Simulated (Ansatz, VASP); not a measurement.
TiN in VASP and in Ansatz

```
CELL_PARAMETERS angstrom
0.00000 2.10225 2.10225
2.10225 0.00000 2.10225
2.10225 2.10225 0.00000
ATOMIC_POSITIONS crystal
Ti 0.00000 0.00000 0.00000
N 0.50000 0.50000 0.50000
```

Alike in both runs: functional PBEsol; k mesh 20 × 20 × 20; occupations fermi-dirac, width 0.1 eV; no spin polarisation.

Ansatz relaxed the structure, and its values are those at the end. VASP's run is a single point on that final structure, the one shown.

|  | VASP | Ansatz |
| --- | --- | --- |
| version | VASP 6.6.1 | Ansatz 0.2.0 |
| potentials or method | VASP PAW PBE potentials, release 64 (Ti_sv, N) | PAW with Ansatz's default frozen-core files, scalar-relativistic |
| plane-wave cutoff (eV) | 520 | 420 |
| valence electrons in the cell | 17 | 17 |

```csv
,VASP,Ansatz,Ansatz less VASP
pressure (GPa),0.5,0.0,-0.47
```

VASP's potentials were made for PBE, not for PBEsol.
